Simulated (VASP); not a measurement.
A run of VASP 6.6.1 is set up as follows.

Contents of INCAR:

```
PREC     = Accurate       # precision mode
ENCUT    = 520            # plane-wave cutoff, eV
EDIFF    = 1E-8           # SCF threshold, eV
ISMEAR   = -1             # smearing method
SIGMA    = 0.05           # smearing width, eV
LREAL    = F              # projectors in reciprocal space
LASPH    = T              # aspherical terms in the spheres
NELM     = 80             # most SCF steps
ALGO     = Normal         # electronic algorithm
ISIF     = 2              # what is computed and relaxed
LWAVE    = F              # write WAVECAR
LCHARG   = F              # write CHGCAR
GGA      = PS             # functional
LEFG     = T            
NBANDS   = 34             # bands
```

KPOINTS

```
Automatic mesh
0
Gamma
  9 9 8
```

File POSCAR:

```
Ga
1.0
    2.2402129667     -3.7967455357      0.0000000000
    2.2402129667      3.7967455357      0.0000000000
    0.0000000000      0.0000000000      4.4863856638
Ga
4
Direct
    0.1525000000      0.8475000000      0.0785000000
    0.6525000000      0.3475000000      0.4215000000
    0.8475000000      0.1525000000      0.9215000000
    0.3475000000      0.6525000000      0.5785000000
```

Potentials or basis: VASP PAW PBE potentials, release 64 (Ga_d).

Launch:

```console
$ cat potpaw_PBE.64/Ga_d/POTCAR > POTCAR
$ mpirun -np 1 vasp_std > vasp.out
```

(1) Predict the largest force.

(2) Predict the band gap on the k mesh.

(3) Estimate the pressure.

## Answers

(1) 0.448 eV/Å.

(2) zero (band 26 reaches 5.53 eV, above the bottom of band 27 at 4.25 eV).

(3) 0.0 GPa.

Caveat: without QUAD_EFG the Cq values of the log hold for a quadrupole moment of 1 mb, not for the nuclei; the PAW data sets were made with another functional, which shifts forces and pressure a little.
